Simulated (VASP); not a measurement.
# Mg3ZnS4 (P4/mmm) in VASP: density of states with PBE

Aim: the density of states of Mg3ZnS4 with PBE.

All numbers are computed with VASP 6.6.1; they aren't measurements. Logs are shortened: lines on timing, memory, paths and dates and some standing lists are left out, and cuts for length are marked.

## Step 1: The cell of the first run

Symmetry: P4/mmm, No. 123, tetragonal system. Conventional cell: a = 3.677 Å, b = 3.677 Å, c = 10.397 Å, α = 90.00°, β = 90.00°, γ = 90.00°. Within 3.4 Å of Mg (site symmetry 4mm) lie 6 S at 2.57 to 2.63 Å. Mg (site symmetry 4/mmm) has 6 S at 2.60 to 2.64 Å within 3.4 Å. Within 3.4 Å of Zn (site symmetry 4/mmm) lie 6 S at 2.56 to 2.60 Å. Within 3.4 Å of S (site symmetry 4/mmm) lie 2 Mg at 2.57 Å and 4 Zn at 2.60 Å. Within 3.4 Å of S (site symmetry 4mm) lie 1 Zn at 2.56 Å and 5 Mg at 2.60 to 2.64 Å. S (site symmetry 4/mmm) has 6 Mg at 2.60 to 2.63 Å within 3.4 Å.

## Step 2: Density of states, PBE

Input file POSCAR:

```
Mg3ZnS4
1.0
    3.6773858386      0.0000000000      0.0000000000
    0.0000000000      3.6773858386      0.0000000000
    0.0000000000      0.0000000000     10.3971709168
Mg Zn S
3 1 4
Direct
    0.0000000000      0.0000000000      0.7527096808
    0.0000000000      0.0000000000      0.2472903192
    0.5000000000      0.5000000000      0.5000000000
    0.5000000000      0.5000000000      0.0000000000
    0.0000000000      0.0000000000      0.0000000000
    0.5000000000      0.5000000000      0.2463497134
    0.0000000000      0.0000000000      0.5000000000
    0.5000000000      0.5000000000      0.7536502866
```

Input file INCAR.step1:

```
SYSTEM = Mg3ZnS4
PREC = Accurate
ENCUT = 520
EDIFF = 1E-6
ISMEAR = 0
SIGMA = 0.02
LREAL = .False.
LASPH = .True.
NELM = 60
ALGO = Normal
ISIF = 2
LWAVE = .False.
LCHARG = .True.
GGA = PE
NBANDS = 31
```

Input file KPOINTS.step1:

```
Automatic mesh
0
Gamma
  8 8 4
  0 0 0
```

Input file INCAR.step2:

```
SYSTEM = Mg3ZnS4
PREC = Accurate
ENCUT = 520
EDIFF = 1E-6
ISMEAR = -5
SIGMA = 0.02
LREAL = .False.
LASPH = .True.
NELM = 60
ALGO = Normal
ISIF = 2
LWAVE = .False.
LCHARG = .False.
GGA = PE
LORBIT = 11
NEDOS = 1001
ICHARG = 11
```

Input file KPOINTS.step2:

```
Automatic mesh
0
Gamma
  12 12 6
  0 0 0
```

Potentials or basis: VASP PAW PBE potentials, release 64 (Mg, Zn, S).

Launch:

```console
$ cat potpaw_PBE.64/Mg/POTCAR potpaw_PBE.64/Zn/POTCAR potpaw_PBE.64/S/POTCAR > POTCAR
$ cp INCAR.step1 INCAR
$ cp KPOINTS.step1 KPOINTS
$ mpirun -np 1 vasp_std > vasp.out
$ cp INCAR.step2 INCAR
$ cp KPOINTS.step2 KPOINTS
$ mpirun -np 1 vasp_std > vasp.out
```

OUTCAR:

```text
SYSTEM = Mg3ZnS4
   PREC = Accurate
   ENCUT = 520
   EDIFF = 1E-6
   ISMEAR = -5
   LREAL = .False.
   LASPH = .True.
   NELM = 60
   ISIF = 2
   GGA = PE
   LORBIT = 11
   ICHARG = 11

 ion  position               nearest neighbor table
   1  0.000  0.000  0.753-   5 2.57   8 2.60   8 2.60   8 2.60   8 2.60   7 2.63
   2  0.000  0.000  0.247-   5 2.57   6 2.60   6 2.60   6 2.60   6 2.60   7 2.63
   3  0.500  0.500  0.500-   7 2.60   7 2.60   7 2.60   7 2.60   8 2.64   6 2.64
   4  0.500  0.500  0.000-   6 2.56   8 2.56   5 2.60   5 2.60   5 2.60   5 2.60
   5  0.000  0.000  0.000-   1 2.57   2 2.57   4 2.60   4 2.60   4 2.60   4 2.60
   6  0.500  0.500  0.246-   4 2.56   2 2.60   2 2.60   2 2.60   2 2.60   3 2.64
   7  0.000  0.000  0.500-   3 2.60   3 2.60   3 2.60   3 2.60   1 2.63   2 2.63
   8  0.500  0.500  0.754-   4 2.56   1 2.60   1 2.60   1 2.60   1 2.60   3 2.64

  LATTYP: Found a simple tetragonal cell.
 ALAT       =     3.6773858386
 C/A-ratio  =     2.8273266318

  Lattice vectors:

 A1 = (   3.6773858386,   0.0000000000,   0.0000000000)
 A2 = (   0.0000000000,   3.6773858386,   0.0000000000)
 A3 = (   0.0000000000,   0.0000000000,  10.3971709168)

Analysis of symmetry for initial positions (statically):
=====================================================================
 Subroutine PRICEL returns:
 Original cell was already a primitive cell.

 Routine SETGRP: Setting up the symmetry group for a
 simple tetragonal supercell.

 Subroutine GETGRP returns: Found 16 space group operations
 (whereof 16 operations were pure point group operations)
 out of a pool of 16 trial point group operations.

The static configuration has the point symmetry D_4h.

Analysis of symmetry for dynamics (positions and initial velocities):
=====================================================================
 Subroutine PRICEL returns:
 Original cell was already a primitive cell.

 Routine SETGRP: Setting up the symmetry group for a
 simple tetragonal supercell.

 Subroutine GETGRP returns: Found 16 space group operations
 (whereof 16 operations were pure point group operations)
 out of a pool of 16 trial point group operations.

The dynamic configuration has the point symmetry D_4h.

 Subroutine INISYM returns: Found 16 space group operations
 (whereof 16 operations are pure point group operations),
 and found     1 'primitive' translations

----------------------------------------------------------------------------------------

                                     Primitive cell

  volume of cell :     140.6027

  direct lattice vectors                    reciprocal lattice vectors
     3.677385839  0.000000000  0.000000000     0.271932303  0.000000000  0.000000000
     0.000000000  3.677385839  0.000000000     0.000000000  0.271932303  0.000000000
     0.000000000  0.000000000 10.397170917     0.000000000  0.000000000  0.096180010

  length of vectors
     3.677385839  3.677385839 10.397170917     0.271932303  0.271932303  0.096180010

  position of ions in fractional coordinates (direct lattice)
     0.000000000  0.000000000  0.752709681
     0.000000000  0.000000000  0.247290319
     0.500000000  0.500000000  0.500000000
     0.500000000  0.500000000  0.000000000
     0.000000000  0.000000000  0.000000000
     0.500000000  0.500000000  0.246349713
     0.000000000  0.000000000  0.500000000
     0.500000000  0.500000000  0.753650287

  ion indices of the primitive-cell ions
   primitive index   ion index
                 1           1
                 2           2
                 3           3
                 4           4
                 5           5
                 6           6
                 7           7
                 8           8

----------------------------------------------------------------------------------------

 KPOINTS: Automatic mesh

Automatic generation of k-mesh.
 Grid dimensions read from file:
 generate k-points for:   12   12    6

 Generating k-lattice:

  Cartesian coordinates                     Fractional coordinates (reciprocal lattice)
     0.022661025  0.000000000  0.000000000     0.083333333  0.000000000  0.000000000
     0.000000000  0.022661025  0.000000000     0.000000000  0.083333333  0.000000000
     0.000000000  0.000000000  0.016030002     0.000000000  0.000000000  0.166666667

  Length of vectors
     0.022661025  0.022661025  0.016030002

  Shift w.r.t. Gamma in fractional coordinates (k-lattice)
     0.000000000  0.000000000  0.000000000

 TETIRR: Found   1296 inequivalent tetrahedra from     5184

 Subroutine IBZKPT returns following result:
 ===========================================

 Found    112 irreducible k-points:

 Following reciprocal coordinates:
            Coordinates               Weight
  0.000000  0.000000  0.000000      1.000000
  0.083333  0.000000  0.000000      4.000000
  0.166667  0.000000  0.000000      4.000000
  0.250000  0.000000  0.000000      4.000000
  0.333333  0.000000  0.000000      4.000000
  0.416667  0.000000  0.000000      4.000000
[... 16 lines left out ...]
  0.333333  0.333333  0.000000      4.000000
  0.416667  0.333333  0.000000      8.000000
 [... further k-points ...]
   k-points           NKPTS =    112   k-points in BZ     NKDIM =    112   number of bands    NBANDS=     26
   number of dos      NEDOS =   1001   number of ions     NIONS =      8
   total plane-waves  NPLWV =  62720
   dimension x,y,z NGX =    28 NGY =   28 NGZ =   80
   dimension x,y,z NGXF=    56 NGYF=   56 NGZF=  160
   ions per type =               3   1   4
   NGX,Y,Z   is equivalent  to a cutoff of  12.66, 12.66, 12.79 a.u.
   NGXF,Y,Z  is equivalent  to a cutoff of  25.32, 25.32, 25.58 a.u.
 SYSTEM =  Mg3ZnS4
   PREC   = accura    normal or accurate (medium, high low for compatibility)
   ISTART =      0    job   : 0-new  1-cont  2-samecut
   ICHARG =     11    charge: 1-file 2-atom 10-const
   ISPIN  =      1    spin polarized calculation?
   LNONCOLLINEAR =      F non collinear calculations
   LSORBIT =      F    spin-orbit coupling
   LASPH  =      T    aspherical Exc in radial PAW
   ENCUT  =  520.0 eV  38.22 Ry    6.18 a.u.   6.84  6.84 19.33*2*pi/ulx,y,z
   NELM   =     60;   NELMIN=  2; NELMDL=  0     # of ELM steps
   EDIFF  = 0.1E-05   stopping-criterion for ELM
   LREAL  =      F    real-space projection
   EDIFFG = 0.1E-04   stopping-criterion for IOM
   NSW    =      0    number of steps for IOM
   IBRION =     -1    ionic relax: 0-MD 1-quasi-New 2-CG
   NFREE  =      0    steps in history (QN), initial steepest desc. (CG)
   ISIF   =      2    stress and relaxation
   ISYM   =      2    0-nonsym 1-usesym 2-fastsym
   POTIM  = 0.5000    time-step for ionic-motion
   TEBEG  =    0.0;   TEEND  =   0.0 temperature during run
   PSTRESS=    0.0 pullay stress
   NELECT =      42.0000    total number of electrons
   NUPDOWN=      -1.0000    fix difference up-down
   EMIN   =  10.00;   EMAX   =-10.00  energy-range for DOS
   EFERMI =   0.00;   METHOD = LEGACY
   ISMEAR =    -5;   SIGMA  =   0.02  broadening in eV -4-tet -1-fermi 0-gaus
   EFERMI_NEDOS =   21; number of points for ismear=-14 and -15
   IALGO  =     38    algorithm
   IMIX   =      4    mixing-type and parameters
     AMIX     =   0.40;   BMIX     =  1.00
     AMIX_MAG =   1.60;   BMIX_MAG =  1.00
  volume/ion in A,a.u.               =      17.58       118.60
  Fermi-wavevector in a.u.,A,eV,Ry     =   1.094360  2.068040 16.294650  1.197623
  Thomas-Fermi vector in A             =   2.230663
   LORBIT       =     11    0 simple, 1 ext, 2 COOP (PROOUT), +10 PAW based schemes
   GGA     = PE    functional components
   LHFCALC =     F    Hartree Fock is set to
   AEXX    =    0.0000 exact exchange contribution
   IVDW    =     0    specifies the selected vdW correction
   LEPSILON=     F    determine dielectric tensor
   LRPA    =     F    only Hartree local field effects (RPA)
 non-spin polarized calculation
 Fermi weights with tetrahedron method with Bloechl corrections
  energy-cutoff  :      520.00
  volume of cell :      140.60
 maximum number of plane-waves:      3828
 NGX is ok and might be reduce to    28

 number of electron      41.9999998 magnetization

 Free energy of the ion-electron system (eV)
  ---------------------------------------------------
  ext. energy  EPLUGINS =         0.00000000
  ---------------------------------------------------
  free energy    TOTEN  =       -31.68274814 eV

  energy without entropy =      -31.68274814  energy(sigma->0) =      -31.68274814

 E-fermi :   3.8021     XC(G=0):  -9.8989

 val. band max:        3.7830654565   @ k =   0.5000   0.0000   0.0000
 cond. band min:       4.8082914507   @ k =   0.5000   0.5000   0.0000
 fundamental gap:      1.0252259942
 Fermi energy:         3.8021148928

 k-point     1 :       0.0000    0.0000    0.0000
  band No.  band energies     occupation
      1      -9.2325      2.00000
      2      -8.5091      2.00000
      3      -8.4332      2.00000
      4      -7.5519      2.00000
      5      -2.2462      2.00000
      6      -2.2277      2.00000
[... 18 lines left out ...]
     25       8.1384      0.00000
     26       8.4362      0.00000

 k-point     2 :       0.0833    0.0000    0.0000
  band No.  band energies     occupation
      1      -9.1856      2.00000
      2      -8.4731      2.00000
      3      -8.4004      2.00000
      4      -7.5444      2.00000
      5      -2.2455      2.00000
      6      -2.2284      2.00000
[... 18 lines left out ...]
     25       8.4298      0.00000
     26       8.5893      0.00000

 k-point     3 :       0.1667    0.0000    0.0000
  band No.  band energies     occupation
      1      -9.0484      2.00000
      2      -8.3710      2.00000
      3      -8.3077      2.00000
      4      -7.5303      2.00000
      5      -2.2609      2.00000
      6      -2.2367      2.00000
[... 18 lines left out ...]
     25       8.8103      0.00000
     26       9.2685      0.00000

 k-point     4 :       0.2500    0.0000    0.0000
  band No.  band energies     occupation
      1      -8.8319      2.00000
      2      -8.2213      2.00000
      3      -8.1728      2.00000
      4      -7.5346      2.00000
      5      -2.3077      2.00000
      6      -2.3046      2.00000
[... 18 lines left out ...]
     25       8.8578      0.00000
     26       9.7985      0.00000
[... 496 lines left out ...]
      1      -7.7804      2.00000
      2      -7.7661      2.00000
      3      -7.7035      2.00000
      4      -7.6721      2.00000
      5      -2.3358      2.00000
      6      -2.2987      2.00000
[... 18 lines left out ...]
     25       9.1526      0.00000
     26       9.2963      0.00000

 k-point    23 :       0.3333    0.3333    0.0000
  band No.  band energies     occupation
      1      -8.0474      2.00000
      2      -7.7343      2.00000
      3      -7.6932      2.00000
      4      -7.5082      2.00000
      5      -2.3492      2.00000
      6      -2.2322      2.00000
[... 18 lines left out ...]
     25       8.7980      0.00000
     26       8.7993      0.00000

 k-point    24 :       0.4167    0.3333    0.0000
  band No.  band energies     occupation
      1      -7.8437      2.00000
      2      -7.6474      2.00000
      3      -7.6012      2.00000
      4      -7.5526      2.00000
      5      -2.2855      2.00000
      6      -2.2428      2.00000
[... 18 lines left out ...]
     25       8.6768      0.00000
     26       8.8226      0.00000

 [... further k-points ...]
[... 5 lines left out ...]
  --------------------------------------------------------------------------------------
  -------------------------------------------------------------------------------------
  Total       -0.1719180     -0.1719180     -0.1284110      0.0000000      0.0000000     -0.0000000
  in kB       -1.9590182     -1.9590182     -1.4632525      0.0000000      0.0000000     -0.0000000
  external PRESSURE =      -1.7937629 kB  Pullay stress =       0.0000000 kB

 VOLUME and BASIS-vectors are now :
 -----------------------------------------------------------------------------
  energy-cutoff  :      520.00
  volume of cell :      140.60
      direct lattice vectors                 reciprocal lattice vectors
     3.677385839  0.000000000  0.000000000     0.271932303  0.000000000  0.000000000
     0.000000000  3.677385839  0.000000000     0.000000000  0.271932303  0.000000000
     0.000000000  0.000000000 10.397170917     0.000000000  0.000000000  0.096180010

 POSITION                                       TOTAL-FORCE (eV/Angst)
 -----------------------------------------------------------------------------------
      0.00000      0.00000      7.82605         0.000000      0.000000     -0.003702
      0.00000      0.00000      2.57112         0.000000      0.000000      0.003702
      1.83869      1.83869      5.19859         0.000000      0.000000      0.000000
      1.83869      1.83869      0.00000         0.000000      0.000000      0.000000
      0.00000      0.00000      0.00000         0.000000      0.000000      0.000000
      1.83869      1.83869      2.56134         0.000000     -0.000000      0.020058
      0.00000      0.00000      5.19859         0.000000      0.000000      0.000000
      1.83869      1.83869      7.83583         0.000000      0.000000     -0.020058
 -----------------------------------------------------------------------------------
    total drift:                                0.000000      0.000000     -0.000000

  FREE ENERGIE OF THE ION-ELECTRON SYSTEM (eV)
  ---------------------------------------------------
  free  energy   TOTEN  =       -31.6827481417 eV

  energy  without entropy=      -31.6827481417  energy(sigma->0) =      -31.68274814

 total charge

# of ion       s       p       d       tot
------------------------------------------
    1        0.137   0.127   0.039   0.304
    2        0.137   0.127   0.039   0.304
    3        0.136   0.125   0.038   0.299
    4        0.440   0.330   9.809  10.579
    5        1.329   2.425   0.000   3.754
    6        1.318   2.481   0.000   3.799
    7        1.314   2.497   0.000   3.812
    8        1.318   2.481   0.000   3.799
--------------------------------------------------
tot          6.129  10.594   9.926  26.650
```

Run time: 10 min. Hardware: 1 thread of AMD EPYC 7R13, shared host; peak memory 0.49 GiB.

Results:

| Property | Result |
| --- | --- |
| Valence electrons inside the program's atomic spheres | Mg 0.30; Zn 10.58; S 3.75, 3.80, 3.81 |

Levels at points of the mesh, in eV from the valence-band top:
```csv
k point,band 18,band 19,band 20,band 21,band 22,band 23,band 24,band 25
"(0.00, 0.00, 0.00)",-1.17,-0.30,-0.28,-0.28,1.32,3.19,4.28,4.36
"(0.50, 0.00, 0.00)",-0.83,-0.80,-0.36,0.00,4.12,4.25,4.91,5.19
"(0.50, 0.50, 0.00)",-2.07,-1.98,-1.98,-1.93,1.03,2.56,4.43,4.47
"(0.00, 0.00, 0.50)",-0.61,-0.61,-0.58,-0.58,1.73,3.05,4.34,4.46
"(0.50, 0.00, 0.50)",-0.93,-0.89,-0.82,0.00,4.69,5.06,5.08,5.14
"(0.50, 0.50, 0.50)",-2.50,-2.41,-2.31,-2.29,1.74,3.27,3.55,3.59
```
